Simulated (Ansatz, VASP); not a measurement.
## InSb3 in VASP and in Ansatz

```xyz
4
Lattice="4.8620 0.0000 0.0000 0.0000 4.8620 0.0000 0.0000 0.0000 4.8620" Properties=species:S:1:pos:R:3 pbc="T T T"
In    0.0000    0.0000    0.0000
Sb    2.4310    0.0000    2.4310
Sb    0.0000    2.4310    2.4310
Sb    2.4310    2.4310    0.0000
```

Change from the starting cell: equal engineering shear yz, xz and xy +0.0000, equal normal strain along x, y and z +0.0100.

Alike in both runs: task single point; functional PBE; k mesh 8 × 8 × 8; occupations gaussian, width 0.15 eV; no spin polarisation.

|  | VASP | Ansatz |
| --- | --- | --- |
| version | VASP 6.6.1 | Ansatz 0.2.0 |
| potentials or method | VASP PAW PBE potentials, release 64 (In_d, Sb), cutoff 520 eV | scalar-relativistic, plane waves, PAW |
| valence electrons in the cell | 28 | 58 |

VASP gave:

```
gap on the k mesh at the Fermi level (eV) : none
pressure (GPa)                            : -1.5
```

Task: Estimate Ansatz's values.

Result: gap on the k mesh at the Fermi level (eV): none; pressure (GPa): -1.4.

A gap of «none» marks a metal or a gap that the smearing closes. The functional is the same, so the differences come from potentials, cutoffs and numerics. VASP's potentials hold 28 valence electrons a cell and Ansatz's 58, so a difference there can come from the potentials and not from the codes.

Neither program's run includes spin-orbit coupling.
